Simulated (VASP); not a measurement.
# SnO2 (P1) in VASP: single point with r2SCAN

Aim: the single point of SnO2 with r2SCAN.

Everything below comes from runs of VASP 6.6.1. Logs are shortened: lines on timing, memory, paths and dates and some standing lists are left out, and cuts for length are marked.

## Step 1: The cell of the first run

The typed cell holds 12 atoms: a = 3.201 Å, b = 4.760 Å, c = 9.525 Å, α = 90.00°, β = 88.07°, γ = 90.00°.

## Step 2: Single point, r2SCAN (the part above a cut slid along it)

File POSCAR:

```
SnO2
1.0
    0.0000000000      0.0000000000     -3.2007107590
   -4.7598182097      0.0000000000      0.0000000000
    0.0000000000      9.5201150501     -0.3200710759
Sn O
4 8
Direct
    0.4798500000      0.5000000000      0.2015000000
    0.4298500000      0.5000000000      0.7015000000
    0.9548500000      0.0000000000      0.4515000000
    0.9048500000      0.0000000000      0.9515000000
   -0.0104479109      0.6941376349      0.1044791092
   -0.0604479109      0.6941376349      0.6044791092
    0.4951479109      0.1941376349      0.0485208908
    0.4451479109      0.1941376349      0.5485208908
    0.4645520891      0.8058623651      0.3544791092
    0.4145520891      0.8058623651      0.8544791092
    0.9701479109      0.3058623651      0.2985208908
    0.9201479109      0.3058623651      0.7985208908
```

File INCAR.step1:

```
SYSTEM = SnO2
PREC = Accurate
ENCUT = 520
ISMEAR = 0
SIGMA = 0.05
LREAL = .FALSE.
LASPH = .TRUE.
NELM = 80
NBANDS = 64
GGA = PE
ALGO = Normal
EDIFF = 1E-4
LWAVE = .TRUE.
LCHARG = .FALSE.
KPAR = 4
```

File INCAR.step2:

```
SYSTEM = SnO2
PREC = Accurate
ENCUT = 520
EDIFF = 1E-6
ISMEAR = 0
SIGMA = 0.05
LREAL = .FALSE.
LASPH = .TRUE.
NELM = 80
ALGO = Normal
ISIF = 2
LWAVE = .FALSE.
LCHARG = .TRUE.
METAGGA = R2SCAN
LMIXTAU = .TRUE.
LVHAR = .TRUE.
NBANDS = 64
ISTART = 1
KPAR = 4
```

File KPOINTS:

```
Automatic mesh
0
G
  8 6 3
  0 0 0
```

Potentials or basis: VASP PAW PBE potentials, release 64 (Sn_d, O).

Run with:

```
$ cat potpaw_PBE.64/Sn_d/POTCAR potpaw_PBE.64/O/POTCAR > POTCAR
$ cp INCAR.step1 INCAR
$ mpirun -np 4 vasp_std > vasp.out
$ cp INCAR.step2 INCAR
$ mpirun -np 4 vasp_std > vasp.out
```

OUTCAR:

```text
SYSTEM = SnO2
   PREC = Accurate
   ENCUT = 520
   EDIFF = 1E-6
   ISMEAR = 0
   LREAL = .FALSE.
   LASPH = .TRUE.
   NELM = 80
   ISIF = 2
   METAGGA = R2SCAN
   ISTART = 1

 ion  position               nearest neighbor table
   1  0.480  0.500  0.202-   9 2.06   7 2.06  11 2.07   5 2.07  11 2.07   5 2.07   4 3.60   4 3.60
                             3 3.73   3 3.73   3 3.73   3 3.73
   2  0.430  0.500  0.702-  10 2.06   8 2.06  12 2.07   6 2.07  12 2.07   6 2.07   3 3.73   4 3.73
                             3 3.73   4 3.73   4 3.73   3 3.73   4 3.73   3 3.73
   3  0.955  0.000  0.452-   6 2.06  11 2.06   8 2.07   9 2.07   8 2.07   9 2.07   1 3.73   2 3.73
                             1 3.73   2 3.73   2 3.73   1 3.73   2 3.73   1 3.73
   4  0.905  0.000  0.952-   7 1.83  12 2.06  10 2.07  10 2.07   5 2.08   7 2.32   1 3.60   1 3.60
                             2 3.73   2 3.73   2 3.73   2 3.73
   5  0.990  0.694  0.104-   1 2.07   1 2.07   4 2.08
   6  0.940  0.694  0.604-   3 2.06   2 2.07   2 2.07
   7  0.495  0.194  0.049-   4 1.83   1 2.06   4 2.32
   8  0.445  0.194  0.549-   2 2.06   3 2.07   3 2.07
   9  0.465  0.806  0.354-   1 2.06   3 2.07   3 2.07
  10  0.415  0.806  0.854-   2 2.06   4 2.07   4 2.07
  11  0.970  0.306  0.299-   3 2.06   1 2.07   1 2.07
  12  0.920  0.306  0.799-   4 2.06   2 2.07   2 2.07

  LATTYP: Found a simple monoclinic cell.
 ALAT       =     3.2007107590
 B/A-ratio  =     1.4871128846
 C/A-ratio  =     2.9760558586
 COS(beta)  =    -0.0336015198

  Lattice vectors:

 A1 = (   0.0000000000,   0.0000000000,  -3.2007107590)
 A2 = (   4.7598182097,   0.0000000000,   0.0000000000)
 A3 = (   0.0000000000,  -9.5201150501,   0.3200710759)

Analysis of symmetry for initial positions (statically):
=====================================================================
 Subroutine PRICEL returns:
 Original cell was already a primitive cell.

 Routine SETGRP: Setting up the symmetry group for a
 simple monoclinic supercell.

 Subroutine GETGRP returns: Found  1 space group operations
 (whereof  1 operations were pure point group operations)
 out of a pool of  4 trial point group operations.

The static configuration has the point symmetry C_1 .

Analysis of symmetry for dynamics (positions and initial velocities):
=====================================================================
 Subroutine PRICEL returns:
 Original cell was already a primitive cell.

 Routine SETGRP: Setting up the symmetry group for a
 simple monoclinic supercell.

 Subroutine GETGRP returns: Found  1 space group operations
 (whereof  1 operations were pure point group operations)
 out of a pool of  4 trial point group operations.

The dynamic configuration has the point symmetry C_1 .

 Subroutine INISYM returns: Found  1 space group operations
 (whereof  1 operations are pure point group operations),
 and found     1 'primitive' translations

----------------------------------------------------------------------------------------

                                     Primitive cell

  volume of cell :     145.0371

  direct lattice vectors                    reciprocal lattice vectors
     0.000000000  0.000000000 -3.200710759     0.000000000 -0.010504075 -0.312430605
    -4.759818210  0.000000000  0.000000000    -0.210092057  0.000000000  0.000000000
     0.000000000  9.520115050 -0.320071076     0.000000000  0.105040747  0.000000000

  length of vectors
     3.200710759  4.759818210  9.525494006     0.312607132  0.210092057  0.105040747

  position of ions in fractional coordinates (direct lattice)
     0.479850000  0.500000000  0.201500000
     0.429850000  0.500000000  0.701500000
     0.954850000  0.000000000  0.451500000
     0.904850000  0.000000000  0.951500000
     0.989552089  0.694137635  0.104479109
     0.939552089  0.694137635  0.604479109
     0.495147911  0.194137635  0.048520891
     0.445147911  0.194137635  0.548520891
     0.464552089  0.805862365  0.354479109
     0.414552089  0.805862365  0.854479109
     0.970147911  0.305862365  0.298520891
     0.920147911  0.305862365  0.798520891

  ion indices of the primitive-cell ions
   primitive index   ion index
                 1           1
                 2           2
                 3           3
                 4           4
                 5           5
                 6           6
                 7           7
                 8           8
                 9           9
                10          10
                11          11
                12          12

----------------------------------------------------------------------------------------

 KPOINTS: Automatic mesh

Automatic generation of k-mesh.
 Grid dimensions read from file:
 generate k-points for:    8    6    3

 Generating k-lattice:

  Cartesian coordinates                     Fractional coordinates (reciprocal lattice)
     0.000000000 -0.001313009 -0.039053826     0.125000000  0.000000000  0.000000000
    -0.035015343  0.000000000  0.000000000     0.000000000  0.166666667  0.000000000
     0.000000000  0.035013582  0.000000000     0.000000000  0.000000000  0.333333333

  Length of vectors
     0.039075891  0.035015343  0.035013582

  Shift w.r.t. Gamma in fractional coordinates (k-lattice)
     0.000000000  0.000000000  0.000000000

 Subroutine IBZKPT returns following result:
 ===========================================

 Found     74 irreducible k-points:

 Following reciprocal coordinates:
            Coordinates               Weight
  0.000000  0.000000  0.000000      1.000000
  0.125000  0.000000 -0.000000      2.000000
  0.250000  0.000000 -0.000000      2.000000
  0.375000  0.000000 -0.000000      2.000000
  0.500000  0.000000 -0.000000      1.000000
  0.000000  0.166667  0.000000      2.000000
[... 16 lines left out ...]
  0.125000  0.500000 -0.000000      2.000000
  0.250000  0.500000 -0.000000      2.000000
 [... further k-points ...]
   k-points           NKPTS =     74   k-points in BZ     NKDIM =     74   number of bands    NBANDS=     64
   number of dos      NEDOS =    301   number of ions     NIONS =     12
   total plane-waves  NPLWV =  62208
   dimension x,y,z NGX =    24 NGY =   36 NGZ =   72
   dimension x,y,z NGXF=    48 NGYF=   72 NGZF=  144
   ions per type =               4   8
   NGX,Y,Z   is equivalent  to a cutoff of  12.47, 12.57, 12.57 a.u.
   NGXF,Y,Z  is equivalent  to a cutoff of  24.93, 25.15, 25.13 a.u.
 SYSTEM =  SnO2
   PREC   = accura    normal or accurate (medium, high low for compatibility)
   ISTART =      1    job   : 0-new  1-cont  2-samecut
   ICHARG =      0    charge: 1-file 2-atom 10-const
   ISPIN  =      1    spin polarized calculation?
   LNONCOLLINEAR =      F non collinear calculations
   LSORBIT =      F    spin-orbit coupling
   LASPH  =      T    aspherical Exc in radial PAW
   ENCUT  =  520.0 eV  38.22 Ry    6.18 a.u.   5.95  8.85 17.71*2*pi/ulx,y,z
   NELM   =     80;   NELMIN=  2; NELMDL=  0     # of ELM steps
   EDIFF  = 0.1E-05   stopping-criterion for ELM
   LREAL  =      F    real-space projection
   EDIFFG = 0.1E-04   stopping-criterion for IOM
   NSW    =      0    number of steps for IOM
   IBRION =     -1    ionic relax: 0-MD 1-quasi-New 2-CG
   NFREE  =      0    steps in history (QN), initial steepest desc. (CG)
   ISIF   =      2    stress and relaxation
   ISYM   =      2    0-nonsym 1-usesym 2-fastsym
   POTIM  = 0.5000    time-step for ionic-motion
   TEBEG  =    0.0;   TEEND  =   0.0 temperature during run
   PSTRESS=    0.0 pullay stress
   NELECT =     104.0000    total number of electrons
   NUPDOWN=      -1.0000    fix difference up-down
   EMIN   =  10.00;   EMAX   =-10.00  energy-range for DOS
   EFERMI =   0.00;   METHOD = LEGACY
   ISMEAR =     0;   SIGMA  =   0.05  broadening in eV -4-tet -1-fermi 0-gaus
   EFERMI_NEDOS =   21; number of points for ismear=-14 and -15
   IALGO  =     38    algorithm
   IMIX   =      4    mixing-type and parameters
     AMIX     =   0.40;   BMIX     =  1.00
     AMIX_MAG =   1.60;   BMIX_MAG =  1.00
  volume/ion in A,a.u.               =      12.09        81.56
  Fermi-wavevector in a.u.,A,eV,Ry     =   1.465299  2.769014 29.213088  2.147101
  Thomas-Fermi vector in A             =   2.581173
   LORBIT       =      0    0 simple, 1 ext, 2 COOP (PROOUT), +10 PAW based schemes
   METAGGA = R2SCAN    functional components
   LHFCALC =     F    Hartree Fock is set to
   AEXX    =    0.0000 exact exchange contribution
   IVDW    =     0    specifies the selected vdW correction
   LEPSILON=     F    determine dielectric tensor
   LRPA    =     F    only Hartree local field effects (RPA)
 non-spin polarized calculation
 Gauss-broadening in eV      SIGMA  =   0.05
  energy-cutoff  :      520.00
  volume of cell :      145.04
 maximum number of plane-waves:      3934
   NGX = 11   NGY = 17   NGZ = 35

 number of electron     103.9999988 magnetization

 Free energy of the ion-electron system (eV)
  ---------------------------------------------------
  ext. energy  EPLUGINS =         0.00000000
  ---------------------------------------------------
  free energy    TOTEN  =      -168.62173198 eV

  energy without entropy =     -168.62173198  energy(sigma->0) =     -168.62173198

 E-fermi :   5.8179     XC(G=0): -11.9634

 val. band max:        5.5631634529   @ k =   0.0000   0.0000   0.0000
 cond. band min:       7.3638729301   @ k =   0.0000   0.0000   0.0000
 fundamental gap:      1.8007094772
 Fermi energy:         5.8179242561

 k-point     1 :       0.0000    0.0000    0.0000
  band No.  band energies     occupation
      1     -16.2655      2.00000
      2     -15.9077      2.00000
      3     -15.7834      2.00000
      4     -15.3873      2.00000
      5     -15.1773      2.00000
      6     -14.9732      2.00000
[... 56 lines left out ...]
     63      17.4173      0.00000
     64      17.5032      0.00000

 k-point     2 :       0.1250    0.0000   -0.0000
  band No.  band energies     occupation
      1     -16.2137      2.00000
      2     -15.8938      2.00000
      3     -15.7343      2.00000
      4     -15.4213      2.00000
      5     -15.1585      2.00000
      6     -15.1453      2.00000
[... 1530 lines left out ...]
     63      16.7617      0.00000
     64      16.9842      0.00000

 [... further k-points ...]
[... 5 lines left out ...]
  --------------------------------------------------------------------------------------
  -------------------------------------------------------------------------------------
  Total        2.4640664      3.0290562      3.6823027     -1.5598534      4.5592032     -2.2955605
  in kB       27.2197413     33.4610007     40.6772019    -17.2311938     50.3640377    -25.3583117
  external PRESSURE =      33.7859813 kB  Pullay stress =       0.0000000 kB

 VOLUME and BASIS-vectors are now :
 -----------------------------------------------------------------------------
  energy-cutoff  :      520.00
  volume of cell :      145.04
      direct lattice vectors                 reciprocal lattice vectors
     0.000000000  0.000000000 -3.200710759     0.000000000 -0.010504075 -0.312430605
    -4.759818210  0.000000000  0.000000000    -0.210092057  0.000000000  0.000000000
     0.000000000  9.520115050 -0.320071076     0.000000000  0.105040747  0.000000000

 POSITION                                       TOTAL-FORCE (eV/Angst)
 -----------------------------------------------------------------------------------
     -2.37991      1.91830     -1.60036         0.027550      0.049929      0.011153
     -2.37991      6.67836     -1.60036         0.040577     -0.067678      0.032497
      0.00000      4.29833     -3.20071        -0.004701     -0.025846     -0.006326
      0.00000      9.05839     -3.20071         2.060277     -1.813199     -3.880130
     -3.30397      0.99465     -3.20071        -0.116561     -0.072741      0.509493
     -3.30397      5.75471     -3.20071        -0.024506     -0.003261      0.010561
     -0.92406      0.46192     -1.60036        -1.835235      1.964535      3.758760
     -0.92406      5.22198     -1.60036        -0.021588      0.028998     -0.011506
     -3.83576      3.37468     -1.60036         0.009823     -0.002562      0.018315
     -3.83576      8.13474     -1.60036        -0.123501      0.014459     -0.090497
     -1.45585      2.84195     -3.20071         0.034831      0.034181     -0.042705
     -1.45585      7.60201     -3.20071        -0.046967     -0.106813     -0.309613
 -----------------------------------------------------------------------------------
    total drift:                               -0.002405     -0.000330     -0.004618

  FREE ENERGIE OF THE ION-ELECTRON SYSTEM (eV)
  ---------------------------------------------------
  free  energy   TOTEN  =      -168.6217319802 eV

  energy  without entropy=     -168.6217319802  energy(sigma->0) =     -168.62173198
```

It took 12 min on 4 MPI ranks of AMD EPYC 9755, shared host; peak memory 0.56 GiB.

Results:

```yaml
Free_energy: -168.6217 eV
Pressure: 3.4 GPa
Largest_force: 4.753 eV/Å
Band_gap_on_the_k_mesh: 1.80 eV
```

Forces in eV/Å, atoms in the order of the input:
```
Sn   0.028  0.050  0.011
Sn   0.041 -0.068  0.032
Sn  -0.005 -0.026 -0.006
Sn   2.060 -1.813 -3.880
O   -0.117 -0.073  0.509
O   -0.025 -0.003  0.011
O   -1.835  1.965  3.759
O   -0.022  0.029 -0.012
O    0.010 -0.003  0.018
O   -0.124  0.014 -0.090
O    0.035  0.034 -0.043
O   -0.047 -0.107 -0.310
```

Levels at points of the mesh, in eV from the valence-band top:
```
           k point  band 48  band 49  band 50  band 51  band 52  band 53  band 54  band 55  band 56  band 57
(0.00, 0.00, 0.00)    -0.79    -0.75    -0.64    -0.63     0.00     1.80     4.96     4.99     6.81     6.96
(0.50, 0.00, 0.00)    -1.27    -1.17    -1.01    -0.77    -0.59     6.83     6.88     7.10     7.17     8.60
(0.00, 0.50, 0.00)    -1.17    -0.96    -0.90    -0.62    -0.58     4.95     5.02     5.42     5.45     7.74
(0.50, 0.50, 0.00)    -0.96    -0.85    -0.79    -0.72    -0.67     5.51     5.52     6.90     7.39     8.78
```

Caveat: the cell differs from its parent crystal (the part above a cut slid along it); the cell stands under pressure; the PAW data sets were made with another functional, which shifts forces and pressure a little; spin-orbit coupling is left out, which moves the levels of the heavy elements.
